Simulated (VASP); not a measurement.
# Al (Im-3m) in VASP: notebook

Al is run at these levels: PBEsol, LDA, RPBE; tasks: relaxation of cell and atoms, single point.

Everything below comes from runs of VASP 6.6.1. Logs are shortened: lines on timing, memory, paths and dates and some standing lists are left out, and cuts for length are marked.

## (1) The cell of the first run

It takes space group Im-3m (No. 229, cubic). The conventional cell has a = 3.182 Å, b = 3.182 Å, c = 3.182 Å, α = 90.00°, β = 90.00°, γ = 90.00°. Within 3.6 Å of Al (site symmetry m-3m) lie 14 Al at 2.76 to 3.18 Å.

## (2) Relaxation of cell and atoms, PBEsol, target pressure 20 GPa, at which the enthalpy is minimised

INCAR reads:

```
ALGO     = Normal         # electronic algorithm
EDIFF    = 1E-6           # SCF threshold, eV
EDIFFG   = -0.01          # ionic threshold
ENCUT    = 600            # plane-wave cutoff, eV
GGA      = PS             # functional
IBRION   = 2              # ionic algorithm
ISIF     = 3              # what is computed and relaxed
ISMEAR   = -1             # smearing method
LASPH    = True           # aspherical terms in the spheres
LCHARG   = False          # write CHGCAR
LREAL    = False          # projectors in reciprocal space
LWAVE    = False          # write WAVECAR
NELM     = 60             # most SCF steps
NSW      = 60             # ionic steps
PREC     = Accurate       # precision mode
PSTRESS  = 200.0        
SIGMA    = 0.05           # smearing width, eV
```

KPOINTS reads:

```
k-points
0
Gamma
  12 12 12
```

POSCAR reads:

```
Al
1.0
   -1.5912186900      1.5912186900      1.5912186900
    1.5912186900     -1.5912186900      1.5912186900
    1.5912186900      1.5912186900     -1.5912186900
Al
1
Direct
    0.0000000000      0.0000000000      0.0000000000
```

Potentials or basis: VASP PAW PBE potentials, release 64 (Al).

The run is started by

```bash
$ cat potpaw_PBE.64/Al/POTCAR > POTCAR
$ mpirun -np 1 vasp_std > vasp.out
```

OUTCAR:

```text
EDIFF = 1E-6
   EDIFFG = -0.01
   ENCUT = 600
   GGA = PS
   IBRION = 2
   ISIF = 3
   ISMEAR = -1
   LASPH = True
   LREAL = False
   NELM = 60
   NSW = 60
   PREC = Accurate
   PSTRESS = 200.0

 ion  position               nearest neighbor table
   1  0.000  0.000  0.000-

  LATTYP: Found a body centered cubic cell.
 ALAT       =     3.1824373800

  Lattice vectors:

 A1 = (  -1.5912186900,   1.5912186900,   1.5912186900)
 A2 = (   1.5912186900,  -1.5912186900,   1.5912186900)
 A3 = (   1.5912186900,   1.5912186900,  -1.5912186900)

Analysis of symmetry for initial positions (statically):
=====================================================================
 Subroutine PRICEL returns:
 Original cell was already a primitive cell.

 Routine SETGRP: Setting up the symmetry group for a
 body centered cubic supercell.

 Subroutine GETGRP returns: Found 48 space group operations
[... 9 lines left out ...]

 Routine SETGRP: Setting up the symmetry group for a
 body centered cubic supercell.

 Subroutine GETGRP returns: Found 48 space group operations
[... 11 lines left out ...]
                                     Primitive cell

  volume of cell :      16.1157

  direct lattice vectors                    reciprocal lattice vectors
    -1.591218690  1.591218690  1.591218690     0.000000000  0.314224565  0.314224565
     1.591218690 -1.591218690  1.591218690     0.314224565  0.000000000  0.314224565
     1.591218690  1.591218690 -1.591218690     0.314224565  0.314224565  0.000000000

  length of vectors
     2.756071617  2.756071617  2.756071617     0.444380641  0.444380641  0.444380641

  position of ions in fractional coordinates (direct lattice)
     0.000000000  0.000000000  0.000000000

  ion indices of the primitive-cell ions
   primitive index   ion index
                 1           1

----------------------------------------------------------------------------------------

 KPOINTS: k-points

Automatic generation of k-mesh.
 Grid dimensions read from file:
 generate k-points for:   12   12   12

 Generating k-lattice:

  Cartesian coordinates                     Fractional coordinates (reciprocal lattice)
     0.000000000  0.026185380  0.026185380     0.083333333  0.000000000  0.000000000
     0.026185380  0.000000000  0.026185380     0.000000000  0.083333333  0.000000000
     0.026185380  0.026185380  0.000000000     0.000000000  0.000000000  0.083333333

  Length of vectors
     0.037031720  0.037031720  0.037031720

  Shift w.r.t. Gamma in fractional coordinates (k-lattice)
     0.000000000  0.000000000  0.000000000

 Subroutine IBZKPT returns following result:
 ===========================================

 Found     72 irreducible k-points:

 Following reciprocal coordinates:
            Coordinates               Weight
  0.000000  0.000000  0.000000      1.000000
  0.083333  0.000000  0.000000     12.000000
  0.166667  0.000000  0.000000     12.000000
  0.250000  0.000000  0.000000     12.000000
  0.333333  0.000000  0.000000     12.000000
  0.416667  0.000000  0.000000     12.000000
[... 16 lines left out ...]
  0.333333  0.083333  0.083333     24.000000
  0.416667  0.083333  0.083333     12.000000
 [... further k-points ...]
   k-points           NKPTS =     72   k-points in BZ     NKDIM =     72   number of bands    NBANDS=      5
   number of dos      NEDOS =    301   number of ions     NIONS =      1
   total plane-waves  NPLWV =  13824
   dimension x,y,z NGX =    24 NGY =   24 NGZ =   24
   dimension x,y,z NGXF=    48 NGYF=   48 NGZF=   48
   ions per type =               1
   NGX,Y,Z   is equivalent  to a cutoff of  14.48, 14.48, 14.48 a.u.
   NGXF,Y,Z  is equivalent  to a cutoff of  28.95, 28.95, 28.95 a.u.
 SYSTEM =  unknown system
   PREC   = accura    normal or accurate (medium, high low for compatibility)
   ISTART =      0    job   : 0-new  1-cont  2-samecut
   ICHARG =      2    charge: 1-file 2-atom 10-const
   ISPIN  =      1    spin polarized calculation?
   LNONCOLLINEAR =      F non collinear calculations
   LSORBIT =      F    spin-orbit coupling
   LASPH  =      T    aspherical Exc in radial PAW
   ENCUT  =  600.0 eV  44.10 Ry    6.64 a.u.   5.50  5.50  5.50*2*pi/ulx,y,z
   NELM   =     60;   NELMIN=  2; NELMDL= -5     # of ELM steps
   EDIFF  = 0.1E-05   stopping-criterion for ELM
   LREAL  =      F    real-space projection
   EDIFFG = -.1E-01   stopping-criterion for IOM
   NSW    =     60    number of steps for IOM
   IBRION =      2    ionic relax: 0-MD 1-quasi-New 2-CG
   NFREE  =      1    steps in history (QN), initial steepest desc. (CG)
   ISIF   =      3    stress and relaxation
   ISYM   =      2    0-nonsym 1-usesym 2-fastsym
   POTIM  = 0.5000    time-step for ionic-motion
   TEBEG  =    0.0;   TEEND  =   0.0 temperature during run
   PSTRESS=  200.0 pullay stress
   NELECT =       3.0000    total number of electrons
   NUPDOWN=      -1.0000    fix difference up-down
   EMIN   =  10.00;   EMAX   =-10.00  energy-range for DOS
[... 5 lines left out ...]
     AMIX     =   0.40;   BMIX     =  1.00
     AMIX_MAG =   1.60;   BMIX_MAG =  1.00
  volume/ion in A,a.u.               =      16.12       108.75
  Fermi-wavevector in a.u.,A,eV,Ry     =   0.934757  1.766435 11.888371  0.873771
  Thomas-Fermi vector in A             =   2.061595
   LORBIT       =      0    0 simple, 1 ext, 2 COOP (PROOUT), +10 PAW based schemes
   GGA     = PS    functional components
   LHFCALC =     F    Hartree Fock is set to
   AEXX    =    0.0000 exact exchange contribution
   IVDW    =     0    specifies the selected vdW correction
   LEPSILON=     F    determine dielectric tensor
   LRPA    =     F    only Hartree local field effects (RPA)
 conjugate gradient relaxation of ions
 non-spin polarized calculation
  energy-cutoff  :      600.00
  volume of cell :       16.12
 maximum number of plane-waves:       555
 NGX is ok and might be reduce to    24
   NGX = 11   NGY = 11   NGZ = 11

--------------------------------------- Ionic step        1  -------------------------------------------

 number of electron       3.0000000 magnetization

 Free energy of the ion-electron system (eV)
  ---------------------------------------------------
  ext. energy  EPLUGINS =         0.00000000
  ---------------------------------------------------
  free energy    TOTEN  =        -3.98702065 eV

  energy without entropy =       -3.98289404  energy(sigma->0) =       -3.98495735

------------------------ aborting loop because EDIFF is reached ----------------------------------------

  FORCE on cell =-STRESS in cart. coord.  units (eV):
  Direction    XX          YY          ZZ          XY          YZ          ZX
  --------------------------------------------------------------------------------------
  -------------------------------------------------------------------------------------
  Total        0.2331494      0.2331494      0.2331494      0.0000000      0.0000000     -0.0000000
  in kB       23.1790275     23.1790275     23.1790275      0.0000000      0.0000000     -0.0000000
  external PRESSURE =    -176.8209725 kB  Pullay stress =     200.0000000 kB
[... 22 lines left out ...]
  enthalpy is  TOTEN    =        -1.9752937680 eV   P V=        2.0117268776

--------------------------------------- Ionic step        2  -------------------------------------------

 number of electron       3.0000000 magnetization

 E-fermi :  11.3997     XC(G=0): -11.3818

 val. band max:       11.2914005884   @ k =   0.2500   0.2500   0.1667
 cond. band min:      11.4002929068   @ k =   0.5000   0.5000   0.4167
 fundamental gap:      0.1088923184
 Fermi energy:        11.3996917705

 k-point     1 :       0.0000    0.0000    0.0000
  band No.  band energies     occupation
      1      -1.9388      2.00000
      2      26.5283      0.00000
      3      26.5283      0.00000
      4      26.5283      0.00000
      5      30.9835      0.00000

 k-point     2 :       0.0833    0.0000    0.0000
  band No.  band energies     occupation
      1      -1.6968      2.00000
      2      24.4024      0.00000
      3      25.5728      0.00000
      4      25.8239      0.00000
      5      28.5468      0.00000
[... 169 lines left out ...]
 k-point    24 :       0.4167    0.0833    0.0833
  band No.  band energies     occupation
      1       6.3440      2.00000
      2       7.5636      2.00000
      3      16.7817      0.00000
      4      19.0701      0.00000
      5      27.9807      0.00000

 [... further k-points ...]
[... 5 lines left out ...]
  --------------------------------------------------------------------------------------
  -------------------------------------------------------------------------------------
  Total        3.1281537      3.1281537      3.1281537      0.0000000     -0.0000000      0.0000000
  in kB      407.0334670    407.0334670    407.0334670      0.0000000     -0.0000000      0.0000000
  external PRESSURE =     207.0334670 kB  Pullay stress =     200.0000000 kB
[... 133 lines left out ...]
  enthalpy is  TOTEN    =        -2.1197791306 eV   P V=        1.7243056926

--------------------------------------- Ionic step        6  -------------------------------------------

 number of electron       3.0000000 magnetization

 Free energy of the ion-electron system (eV)
  ---------------------------------------------------
  ext. energy  EPLUGINS =         0.00000000
  ---------------------------------------------------
  free energy    TOTEN  =        -3.84209420 eV

  energy without entropy =       -3.83813594  energy(sigma->0) =       -3.84011507

 E-fermi :   9.9447     XC(G=0): -10.9327

 val. band max:        9.8810333681   @ k =  -0.3333   0.5000   0.1667
 cond. band min:       9.9969802140   @ k =  -0.4167   0.4167   0.2500
 fundamental gap:      0.1159468458
 Fermi energy:         9.9447343151

 k-point     1 :       0.0000    0.0000    0.0000
  band No.  band energies     occupation
      1      -2.4743      2.00000
      2      24.3280      0.00000
      3      24.3280      0.00000
      4      24.3280      0.00000
      5      27.4836      0.00000

 k-point     2 :       0.0833    0.0000    0.0000
  band No.  band energies     occupation
      1      -2.2496      2.00000
      2      22.2158      0.00000
      3      23.4580      0.00000
      4      23.4603      0.00000
      5      25.9189      0.00000
[... 169 lines left out ...]
 k-point    24 :       0.4167    0.0833    0.0833
  band No.  band energies     occupation
      1       5.3521      2.00000
      2       6.2930      2.00000
      3      15.1774      0.00000
      4      16.7327      0.00000
      5      25.4721      0.00000

 [... further k-points ...]
[... 5 lines left out ...]
  --------------------------------------------------------------------------------------
  -------------------------------------------------------------------------------------
  Total        1.7218710      1.7218710      1.7218710      0.0000000      0.0000000      0.0000000
  in kB      199.9494666    199.9494666    199.9494666      0.0000000      0.0000000      0.0000000
  external PRESSURE =      -0.0505334 kB  Pullay stress =     200.0000000 kB
[... 16 lines left out ...]
  FREE ENERGIE OF THE ION-ELECTRON SYSTEM (eV)
  ---------------------------------------------------
  free  energy   TOTEN  =        -3.8420942041 eV

  energy  without entropy=       -3.8381359385  energy(sigma->0) =       -3.84011507

  enthalpy is  TOTEN    =        -2.1197880161 eV   P V=        1.7223061880

 reached required accuracy - stopping structural energy minimisation
```

Wall time 8.5 s (1 thread of Intel Xeon 6975P-C, shared host); peak memory 0.14 GiB.

What came out:

* Free energy: -3.8421 eV
* Relaxed volume: 13.80 Å³/atom
* Relaxed cell: a = 2.617 Å, b = 2.617 Å, c = 2.617 Å, α = 109.47°, β = 109.47°, γ = 109.47°
* Space group after relaxing (to 0.05 Å): Im-3m (No. 229)
* Energy change on relaxing (the enthalpy is what falls): +144.9 meV/atom
* Ionic steps: 6
* Pressure after relaxing: 20.0 GPa

The path:
```
step  energy change (eV)  largest force (eV/Å)  pressure (GPa)  volume (Å³)
   1              0.0000                0.0000            2.32        16.12
   2              0.4180                0.0000           40.70        12.31
   3              0.1423                0.0000           19.78        13.82
   4              0.1478                0.0000           20.25        13.77
   5              0.1429                0.0000           19.83        13.81
   6              0.1449                0.0000           19.99        13.80
```

Final structure:
```
Al
1.0
    -1.51093    1.51093    1.51093
     1.51093   -1.51093    1.51093
     1.51093    1.51093   -1.51093
Al
1
Direct
  0.00000 0.00000 0.00000
```

Caveat: the cell is relaxed towards a set pressure, so the enthalpy falls and the energy may rise; the PAW data sets were made with another functional, which shifts forces and pressure a little.

## (3) Relaxation of cell and atoms, PBEsol, target pressure 30 GPa, at which the enthalpy is minimised

INCAR reads:

```
SYSTEM = Al
PREC = Accurate
ENCUT = 600
EDIFF = 1E-6
ISMEAR = -1
SIGMA = 0.05
LREAL = .FALSE.
LASPH = .TRUE.
NELM = 100
ALGO = Fast
ISIF = 3
LWAVE = .FALSE.
LCHARG = .FALSE.
GGA = PS
IBRION = 2
NSW = 60
EDIFFG = -0.01
PSTRESS = 300.0
```

KPOINTS reads:

```
regular mesh
0
G
  12 12 12
  0 0 0
```

POSCAR is that of step 2.

Potentials or basis: VASP PAW PBE potentials, release 64 (Al).

The run is started by

```bash
$ cat potpaw_PBE.64/Al/POTCAR > POTCAR
$ mpirun -np 1 vasp_std > vasp.out
```

Run time: 12 s. Hardware: 1 thread of Intel Xeon 6975P-C, shared host; peak memory 0.14 GiB.

It converged, with:

```yaml
Free_energy: -3.7168 eV
Relaxed_volume: 12.99 Å³/atom
Relaxed_cell: a = 2.565 Å, b = 2.565 Å, c = 2.565 Å, α = 109.47°, β = 109.47°, γ = 109.47°
Space_group_after_relaxing_to_0.05_Å: Im-3m (No. 229)
Energy_change_on_relaxing_the_enthalpy_is_what_falls: +270.2 meV/atom
Ionic_steps: 7
Pressure_after_relaxing: 30.0 GPa
```

The path:
| step | energy change (eV) | largest force (eV/Å) | pressure (GPa) | volume (Å³) |
| --- | --- | --- | --- | --- |
| 1 | 0.0000 | 0.0000 | 2.32 | 16.12 |
| 2 | 1.1391 | 0.0000 | 89.18 | 10.45 |
| 3 | 0.2491 | 0.0000 | 28.40 | 13.10 |
| 4 | 0.2659 | 0.0000 | 29.68 | 13.01 |
| 5 | 0.2767 | 0.0000 | 30.49 | 12.95 |
| 6 | 0.2642 | 0.0000 | 29.55 | 13.02 |
| 7 | 0.2702 | 0.0000 | 30.00 | 12.99 |

Final structure:
```
Al
1.0
    -1.48078    1.48078    1.48078
     1.48078   -1.48078    1.48078
     1.48078    1.48078   -1.48078
Al
1
Direct
  0.00000 0.00000 0.00000
```

Levels at points of the mesh, in eV from the Fermi level:
| k point | band 1 | band 2 | band 3 | band 4 | band 5 |
| --- | --- | --- | --- | --- | --- |
| (0.00, 0.00, 0.00) | -12.90 | 14.77 | 14.77 | 14.77 | 18.60 |
| (0.50, 0.00, 0.00) | -5.26 | -4.18 | 8.83 | 10.20 | 11.74 |
| (0.50, 0.50, 0.50) | 2.35 | 2.35 | 2.35 | 2.54 | 2.54 |

Caveat: the cell is relaxed towards a set pressure, so the enthalpy falls and the energy may rise; the volume moved by over 15 % at a fixed basis, so the end points are rough; the PAW data sets were made with another functional, which shifts forces and pressure a little.

## (4) Single point, LDA

INCAR reads:

```
  PREC = Accurate
  ENCUT = 520
  EDIFF = 1E-6
  ISMEAR = 0
  SIGMA = 0.05
  LREAL = F
  LASPH = T
  NELM = 60
  ALGO = Fast
  ISIF = 2
  LWAVE = F
  LCHARG = F
  GGA = CA
  NBANDS = 8
```

KPOINTS reads:

```
Automatic mesh
0
Gamma
  12 12 12
```

POSCAR is that of step 3.

Potentials or basis: VASP PAW LDA potentials, release 64 (Al).

The run is started by

```bash
$ cat potpaw_LDA.64/Al/POTCAR > POTCAR
$ mpirun -np 1 vasp_std > vasp.out
```

OUTCAR:

```text
PREC = Accurate
   ENCUT = 520
   EDIFF = 1E-6
   ISMEAR = 0
   LREAL = F
   LASPH = T
   NELM = 60
   ISIF = 2
   GGA = CA

 ion  position               nearest neighbor table
   1  0.000  0.000  0.000-

  LATTYP: Found a body centered cubic cell.
 ALAT       =     3.1824373800

  Lattice vectors:

 A1 = (  -1.5912186900,   1.5912186900,   1.5912186900)
 A2 = (   1.5912186900,  -1.5912186900,   1.5912186900)
 A3 = (   1.5912186900,   1.5912186900,  -1.5912186900)

[... 434 lines left out ...]
  band No.  band energies     occupation
      1       4.0483      2.00000
      2       4.5329      2.00000
      3      13.0312      0.00000
      4      13.6672      0.00000
      5      22.1209      0.00000
      6      22.6447      0.00000
      7      29.0780      0.00000
      8      30.3575      0.00000

 [... further k-points ...]
[... 5 lines left out ...]
  --------------------------------------------------------------------------------------
  -------------------------------------------------------------------------------------
  Total        0.0568884      0.0568884      0.0568884      0.0000000      0.0000000     -0.0000000
  in kB        5.6556830      5.6556830      5.6556830      0.0000000      0.0000000     -0.0000000
  external PRESSURE =       5.6556830 kB  Pullay stress =       0.0000000 kB

 VOLUME and BASIS-vectors are now :
 -----------------------------------------------------------------------------
  energy-cutoff  :      520.00
  volume of cell :       16.12
      direct lattice vectors                 reciprocal lattice vectors
    -1.591218690  1.591218690  1.591218690     0.000000000  0.314224565  0.314224565
     1.591218690 -1.591218690  1.591218690     0.314224565  0.000000000  0.314224565
     1.591218690  1.591218690 -1.591218690     0.314224565  0.314224565  0.000000000

 POSITION                                       TOTAL-FORCE (eV/Angst)
 -----------------------------------------------------------------------------------
      0.00000      0.00000      0.00000        -0.000000     -0.000000      0.000000
 -----------------------------------------------------------------------------------
    total drift:                               -0.000000     -0.000000      0.000000

  FREE ENERGIE OF THE ION-ELECTRON SYSTEM (eV)
  ---------------------------------------------------
  free  energy   TOTEN  =        -4.0859943559 eV

  energy  without entropy=       -4.0855385889  energy(sigma->0) =       -4.08576647
```

stdout:

```text
POSCAR found type information on POSCAR Al
 POSCAR found :  1 types and       1 ions
 scaLAPACK will be used
 LDA part: xc-table for (Slater(with rela. corr.)+CA(PZ))
 , standard interpolation
 POSCAR, INCAR and KPOINTS ok, starting setup
 FFT: planning ... GRIDC
 FFT: planning ... GRID_SOFT
 FFT: planning ... GRID
 WAVECAR not read
 entering main loop
```

Wall time 10 s (1 thread of AMD EPYC 7R13, shared host); peak memory 0.09 GiB.

What came out:

```
Free energy : -4.0860 eV
Pressure    : 0.6 GPa
```

## (5) Single point, RPBE

INCAR reads:

```
SYSTEM = Al
PREC = Accurate ; ENCUT = 520
EDIFF = 1E-6 ; ISMEAR = 0
SIGMA = 0.02 ; LREAL = .False.
LASPH = .True. ; NELM = 100
ALGO = Normal ; ISIF = 2
LWAVE = .False. ; LCHARG = .True.
GGA = RP ; LELF = .True.
LVHAR = .True. ; NBANDS = 8
```

KPOINTS reads:

```
Automatic mesh
0
Gamma
  12 12 12
  0 0 0
```

POSCAR is that of step 4.

Potentials or basis: VASP PAW PBE potentials, release 64 (Al).

The run is started by

```bash
$ cat potpaw_PBE.64/Al/POTCAR > POTCAR
$ mpirun -np 1 vasp_std > vasp.out
```

Wall time 8.3 s (1 thread of AMD EPYC 7R13, shared host); peak memory 0.09 GiB.

Results (log left out):

```
Free energy : -3.3905 eV
Pressure    : 5.2 GPa
```

Levels at points of the mesh, in eV from the Fermi level:
| k point | band 1 | band 2 | band 3 | band 4 | band 5 | band 6 |
| --- | --- | --- | --- | --- | --- | --- |
| (0.00, 0.00, 0.00) | -11.31 | 13.39 | 13.39 | 13.39 | 15.18 | 15.18 |
| (0.50, 0.00, 0.00) | -4.44 | -3.87 | 8.28 | 8.40 | 10.16 | 11.65 |
| (0.50, 0.50, 0.50) | 1.91 | 1.91 | 1.91 | 2.89 | 2.89 | 6.01 |

Caveat: the PAW data sets were made with another functional, which shifts forces and pressure a little.

(Continued in part 2 of 2.)
